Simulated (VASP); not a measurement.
## AlIn2N3: single point with PBE

AlIn2N3:

```
Al In N
1.0
     4.59799    0.00000    0.00000
     0.00000    4.59799    0.00000
     0.00000    0.00000    4.12011
Al In N
1 2 3
Direct
  0.50000 0.50000 0.50000
  0.50000 0.00000 0.00000
  0.00000 0.50000 0.00000
  0.50000 0.00000 0.50000
  0.00000 0.50000 0.50000
  0.50000 0.50000 0.00000
```

The cell was built from a structure type or drawn by symmetry, and may not be a known phase.

| Quantity | Value |
| --- | --- |
| Program | VASP 6.6.1 |
| Task | single point |
| Functional | PBE |
| Potentials or basis | VASP PAW PBE potentials, release 64 (Al, In_d, N) |
| Cutoff | 520 eV |
| k mesh | 4 × 4 × 4 |
| Occupations | gaussian, width 0.1 eV |
| Spin | no spin polarisation |

```yaml
Pressure: 0.2 GPa
Band_gap_on_the_k_mesh: zero (bands 22 and 23 overlap by 1.11 eV)
```

Stress tensor (GPa, compression positive):
```
0.29 0.00 0.00
0.00 0.29 0.00
0.00 0.00 0.15
```

Levels at points of the mesh, in eV from the Fermi level:
| k point | band 19 | band 20 | band 21 | band 22 | band 23 | band 24 | band 25 | band 26 |
| --- | --- | --- | --- | --- | --- | --- | --- | --- |
| (0.00, 0.00, 0.00) | -1.95 | -1.64 | -1.64 | -0.86 | -0.86 | 1.72 | 2.09 | 5.31 |
| (0.50, 0.00, 0.00) | -2.49 | -1.78 | -1.54 | -1.39 | 0.02 | 1.78 | 4.35 | 4.58 |
| (0.50, 0.50, 0.00) | -3.68 | -3.68 | -1.44 | -0.01 | 1.48 | 3.41 | 3.41 | 5.86 |
| (0.00, 0.00, 0.50) | -3.06 | -3.06 | -0.13 | -0.13 | 3.07 | 3.80 | 3.80 | 4.74 |
| (0.50, 0.00, 0.50) | -1.23 | -1.06 | -0.77 | -0.16 | 1.69 | 2.84 | 4.31 | 5.52 |
| (0.50, 0.50, 0.50) | -1.33 | -0.88 | -0.07 | -0.07 | 0.51 | 3.95 | 4.68 | 4.68 |

It took 44 s on 1 thread of Intel(R) Xeon(R) Platinum 8488C (Sapphire Rapids), with other jobs on the host, peak memory 0.21 GiB.

Caveat: the k points lie up to 0.38 Å⁻¹ apart, too coarse for converged energies and pressures of a metal; spin-orbit coupling is left out, which moves the levels of the heavy elements.
